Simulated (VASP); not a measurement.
Write the native input for VASP 6.6.1 that does the following.

| Item | Value |
| --- | --- |
| Task | single point |
| Functional | LDA |
| Potentials or basis | VASP PAW LDA potentials, release 64 (Ti_sv) |
| Cutoff | 520 eV |
| k mesh | 22 × 22 × 22 |
| Occupations | gaussian, width 0.15 eV |
| Spin | no spin polarisation |
| Dipole correction | no |
| Further INCAR settings | ALGO = Normal; EDIFF = 1e-07; NBANDS = 12 |

The structure of Ti lies in POSCAR:

```
Ti
1.0
    0.0000000000      1.8724558086      1.8724558086
    1.8724558086      0.0000000000      1.8724558086
    1.8724558086      1.8724558086      0.0000000000
Ti
1
Direct
    0.0000000000      0.0000000000      0.0000000000
```

These files were run (other wordings do the same):

INCAR

```
SYSTEM = Ti
PREC = Accurate
ENCUT = 520
EDIFF = 1E-7
ISMEAR = 0
SIGMA = 0.15
LREAL = .False.
LASPH = .True.
NELM = 60
ALGO = Normal
ISIF = 2
LWAVE = .False.
LCHARG = .False.
GGA = CA
NBANDS = 12
```

KPOINTS

```
Automatic mesh
0
Gamma
  22 22 22
  0 0 0
```

Potentials or basis: VASP PAW LDA potentials, release 64 (Ti_sv).

The run is started by

```bash
$ cat potpaw_LDA.64/Ti_sv/POTCAR > POTCAR
$ mpirun -np 1 vasp_std > vasp.out
```

It gave:

```json
{
  "Pressure": "33.1 GPa",
  "Band gap on the k mesh": "zero (band 6 reaches 12.26 eV, above the bottom of band 7 at 10.61 eV)"
}
```

Wall time 35 s on 1 thread of Intel Xeon 6975P-C (shared host), peak memory 0.16 GiB.
